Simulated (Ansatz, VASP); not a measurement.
## Si2Mo in VASP and in Ansatz

INCAR

```
  PREC = Accurate
  ENCUT = 520
  EDIFF = 1E-6
  ISMEAR = 0
  SIGMA = 0.15
  LREAL = False
  LASPH = True
  NELM = 100
  ALGO = Normal
  ISIF = 2
  LWAVE = False
  LCHARG = False
  GGA = PS
  NBANDS = 18
```

Contents of KPOINTS:

```
Automatic mesh
0
Gamma
  18 18 18
```

File POSCAR:

```
Si2Mo
1.0
   -1.6350007213      1.6350007213      4.0086817917
    1.6350007213     -1.6350007213      4.0086817917
    1.6350007213      1.6350007213     -4.0086817917
Si Mo
2 1
Direct
    0.3350567058      0.2867845558     -0.0482721500
    0.6649432942      0.6166711442     -0.0482721500
    0.0000000000      0.0282589543      0.0282589543
```

Input for Ansatz:

```yaml
crystal:
  lattice:
    - [-1.6350007213, 1.6350007213, 4.0086817917]
    - [1.6350007213, -1.6350007213, 4.0086817917]
    - [1.6350007213, 1.6350007213, -4.0086817917]
  atoms:
    - { symbol: Si, position: [0.3350567058, 0.2867845558, -0.04827215] }
    - { symbol: Si, position: [0.6649432942, 0.6166711442, -0.04827215] }
    - { symbol: Mo, position: [0.0, 0.0282589543, 0.0282589543] }
basis:
  ecutwfc: 420
kpoints:
  mp_grid: { grid: [18, 18, 18] }
hamiltonian:
  xc: pbesol
  pseudopotentials: { kind: paw, azcp: { folder: soft_1 } }
scf:
  occupations: { method: gaussian, width: 0.15 }
output:
  forces: true
  stress: true
  eigenvalues: true
```

Change from the starting cell: mode 4 frozen in at -0.154 Å, equal normal strain along x, y and z +0.0250.

Alike in both runs: task single point; functional PBEsol; k mesh 18 × 18 × 18; occupations gaussian, width 0.15 eV; no spin polarisation.

|  | VASP | Ansatz |
| --- | --- | --- |
| version | VASP 6.6.1 | Ansatz 0.2.0 |
| potentials or method | VASP PAW PBE potentials, release 64 (Si, Mo_sv), cutoff 520 eV | scalar-relativistic, plane waves, PAW |
| valence electrons in the cell | 22 | 22 |

Ansatz gave:

```
gap on the k mesh at the Fermi level (eV)                     : none
pressure (GPa)                                                : -10.4
traceless stress, the component that is largest in VASP (GPa) : -2.25
rms of the force components (eV/Å)                            : 0.745
```

Question: What did VASP give for the same quantities?

Answer: gap on the k mesh at the Fermi level (eV): none; pressure (GPa): -10.1; traceless stress, the component that is largest in VASP (GPa): -2.26; rms of the force components (eV/Å): 0.753.

VASP's potentials were made for PBE, not for PBEsol, and Ansatz warns of the same on its side. Atom by atom the forces differ by 0.008 eV/Å (rms over components). A gap of «none» marks a metal or a gap that the smearing closes. With one functional, cell and mesh, what is left measures potentials, basis and numerics.
